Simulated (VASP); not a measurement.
TiO2:

```
Ti O
1.0
     4.59984    0.00000    0.00000
     0.00000    4.59984    0.00000
     0.00000    0.00000    2.95921
Ti O
2 4
Cartesian
  0.0000 0.0000 1.4796
  2.2999 2.2999 0.0000
  1.3998 1.3998 1.4796
  0.9001 3.6997 0.0000
  3.6997 0.9001 0.0000
  3.2000 3.2000 1.4796
```

| Item | Value |
| --- | --- |
| Program | VASP 6.6.1 |
| Task | relaxation of cell and atoms |
| Functional | PBEsol |
| Dispersion | D3(BJ) |
| Potentials or basis | VASP PAW PBE potentials, release 64 (Ti_sv, O) |
| Cutoff | 600 eV |
| k mesh | 6 × 6 × 9 |
| Occupations | fermi-dirac, width 0.05 eV |
| Spin | no spin polarisation |

At the start: pressure -5.6 GPa; volume 10.44 Å³/atom.

Question: Where does the relaxation end?

Answer: Over 6 steps the energy falls by 4.4 meV/atom and the volume is 10.19 Å³/atom (-2.4 %); space group P4_2/mnm (No. 136, to 0.05 Å).

The path:
```tsv
step	energy change (eV)	largest force (eV/Å)	pressure (GPa)	volume (Å³)
1	0.0000	0.0497	-5.64	62.61
2	0.0246	0.2957	8.50	59.34
3	-0.0259	0.0834	-0.11	61.22
4	-0.0259	0.0863	-0.03	61.19
5	-0.0266	0.0106	0.03	61.13
6	-0.0266	0.0003	0.06	61.12
```

Final structure:
```
Ti O
1.0
     4.56546    0.00000    0.00000
     0.00000    4.56546    0.00000
     0.00000    0.00000    2.93219
Ti O
2 4
Direct
  0.00000 0.00000 0.50000
  0.50000 0.50000 0.00000
  0.30383 0.30383 0.50000
  0.19617 0.80383 0.00000
  0.80383 0.19617 0.00000
  0.69617 0.69617 0.50000
```

Caveat: the PAW data sets were made with another functional, which shifts forces and pressure a little.
